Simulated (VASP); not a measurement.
HfB: single point with PBE

The system is HfB.

```
CELL_PARAMETERS angstrom
0.00000 2.31000 2.31000
2.31000 0.00000 2.31000
2.31000 2.31000 0.00000
ATOMIC_POSITIONS crystal
Hf 0.50000 0.50000 0.50000
B 0.00000 0.00000 0.00000
```

- Program: VASP 6.6.1
- Task: single point
- Functional: PBE
- Potentials or basis: VASP PAW PBE potentials, release 64 (Hf_pv, B)
- Cutoff: 520 eV
- k mesh: 15 × 15 × 15
- Occupations: fermi-dirac, width 0.05 eV
- Spin: non-collinear spin, zero start, spin-orbit coupling
- Starting moments: [[0.0, 0.0, 0.0], [0.0, 0.0, 0.0]] μB
- Dipole correction: no
- Further INCAR settings: ALGO = Normal; EDIFF = 1e-06; NBANDS = 25

```yaml
Pressure: 30.3 GPa
Net_moment: 0.00 μB per cell
Valence_electrons_inside_the_program's_atomic_spheres: Hf 8.95; B 1.95
```

Moments on the atoms (μB; x, y, z):
```
Hf  0.00 0.00 0.00
B   0.00 0.00 0.00
```

Wall time 81 s on 1 thread of AMD EPYC 9R45 96-Core Processor (Zen 5), with other jobs on the host, peak memory 0.24 GiB.

Caveat: the cell stands under pressure.
